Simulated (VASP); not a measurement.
Set up this calculation in VASP 6.6.1, as the native input.

- Task: single point
- Functional: PBEsol
- Potentials or basis: VASP PAW PBE potentials, release 64 (C)
- Cutoff: 520 eV
- k mesh: 6 × 6 × 6
- Occupations: gaussian, width 0.05 eV
- Spin: no spin polarisation
- Dipole correction: no
- Further INCAR settings: LREAL = Auto; ALGO = Normal; EDIFF = 1e-07; NBANDS = 43

The structure of C (a cell with a defect) lies in POSCAR:

```
C
1.0
    0.0000000000      3.5537981836     -3.5537981836
   -3.5537981836      0.0000000000     -3.5537981836
   -3.5537981836      3.5537981836      0.0000000000
C
15
Direct
    0.2500000000      0.7500000000      0.2500000000
    0.7500000000      0.2500000000      0.2500000000
    0.2500000000      0.2500000000      0.2500000000
    0.7500000000      0.7500000000      0.7500000000
    0.2500000000      0.7500000000      0.7500000000
    0.7500000000      0.2500000000      0.7500000000
    0.2500000000      0.2500000000      0.7500000000
    0.8750000000      0.3750000000      0.3750000000
    0.3750000000      0.3750000000      0.3750000000
    0.8705215931      0.8705215931      0.4308318137
    0.3750000000      0.8750000000      0.3750000000
    0.8750000000      0.3750000000      0.8750000000
    0.3750000000      0.3750000000      0.8750000000
    0.8750000000      0.8750000000      0.8750000000
    0.3750000000      0.8750000000      0.8750000000
```

This cell differs from its parent crystal: atoms taken out, atom 10 moved -0.125 of the way to it and +0.175 Å across, host rigid.

One way to write it, as run:

INCAR

```
SYSTEM = C
PREC = Accurate
ENCUT = 520
EDIFF = 1E-7
ISMEAR = 0
SIGMA = 0.05
LREAL = Auto
LASPH = .TRUE.
NELM = 80
ALGO = Normal
ISIF = 2
LWAVE = .FALSE.
LCHARG = .FALSE.
GGA = PS
NBANDS = 43
```

KPOINTS

```
Automatic mesh
0
G
  6 6 6
  0 0 0
```

Potentials or basis: VASP PAW PBE potentials, release 64 (C).

Command:

```sh
$ cat potpaw_PBE.64/C/POTCAR > POTCAR
$ mpirun -np 1 vasp_std > vasp.out
```

Results of the run:

The pressure is -0.5 GPa, the largest force is 10.403 eV/Å and the band gap on the k mesh is zero (bands 30 and 31 overlap by 1.79 eV).

Caveat: the cell differs from its parent crystal (atoms taken out, atom 10 moved -0.125 of the way to it and +0.175 Å across, host rigid); the PAW data sets were made with another functional, which shifts forces and pressure a little.

Wall time 10 min on 1 thread of Intel(R) Xeon(R) Platinum 8259CL CPU @ 2.50GHz (Skylake/Cascade Lake), with other jobs on the host, peak memory 0.32 GiB.
